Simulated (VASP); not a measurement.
Write the native input for VASP 6.6.1 that does the following.

| Item | Value |
| --- | --- |
| Task | single point |
| Functional | PBE |
| Potentials or basis | VASP PAW PBE potentials, release 64 (Ta_pv, N) |
| Cutoff | 520 eV |
| k mesh | 15 × 15 × 10 |
| Occupations | gaussian, width 0.1 eV |
| Spin | no spin polarisation |
| Dipole correction | no |
| Further INCAR settings | ALGO = Normal; EDIFF = 1e-06; NBANDS = 20 |

The structure of Ta2N lies in POSCAR:

```
Ta2N
1.0
    3.0312734059      0.0000000000      0.0000000000
   -1.5156367029      2.6251597753      0.0000000000
    0.0000000000      0.0000000000      5.0343929274
Ta N
2 1
Direct
    0.6666666667      0.3333333333      0.8081629661
    0.3333333333      0.6666666667      0.1918370339
    0.0000000000      0.0000000000      0.0000000000
```

This cell differs from its parent crystal: strained.

The input as run:

INCAR

```
ALGO = Normal
EDIFF = 1E-6
ENCUT = 520
GGA = PE
ISIF = 2
ISMEAR = 0
LASPH = T
LCHARG = F
LREAL = F
LWAVE = F
NBANDS = 20
NELM = 100
PREC = Accurate
SIGMA = 0.1
```

KPOINTS

```
k-points
0
Gamma
  15 15 10
```

Potentials or basis: VASP PAW PBE potentials, release 64 (Ta_pv, N).

Launch:

```console
$ cat potpaw_PBE.64/Ta_pv/POTCAR potpaw_PBE.64/N/POTCAR > POTCAR
$ mpirun -np 1 vasp_std > vasp.out
```

Results of the run:

| Quantity | Value |
| --- | --- |
| Pressure | 60.1 GPa |
| Largest force | 9.537 eV/Å |

Caveat: the cell differs from its parent crystal (strained); forces of over 1 eV/Å act on the atoms, so gaps and moduli don't describe the material at rest.

Wall time 64 s on 1 thread of Intel(R) Xeon(R) 6975P-C (Granite Rapids), with other jobs on the host, peak memory 0.28 GiB.
